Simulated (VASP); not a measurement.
NaH:

```
Na H
1.0
     2.93239    0.00000    0.00000
     0.00000    2.93239    0.00000
     0.00000    0.00000    2.76437
Na H
1 1
Direct
  0.00000 0.00000 0.00000
  0.50000 0.50000 0.50000
```

This cell differs from its parent crystal: uniaxial z strain -5.7%.

Base run:

| Property | Result |
| --- | --- |
| Program | VASP 6.6.1 |
| Functional | HSE06 |
| Potentials or basis | VASP PAW PBE potentials, release 64 (Na_pv, H) |
| Cutoff | 520 eV |
| k mesh | 6 × 6 × 6 |
| Occupations | gaussian, width 0.01 eV |
| Spin | no spin polarisation |

Its results: band gap on the k mesh 1.67 eV (least direct gap 5.87 eV); pressure 2.1 GPa.

Task: The run is repeated on the same cell with these changes: functional from HSE06 to r2SCAN; k mesh from 6 × 6 × 6 to 8 × 8 × 8. What comes out?

Result: Band gap on the k mesh 1.39 eV (least direct gap 5.29 eV); pressure 1.4 GPa.

Several settings changed at once.

Caveats: the structure was generated, so it needn't be the stable form of NaH; the PAW data sets were made with another functional, which shifts forces and pressure a little; the stress differs along the axes, from -1 to 7 GPa (at least some runs); the stress differs along the axes, from -1 to 6 GPa (at least some runs).

A k mesh can miss the band edges.
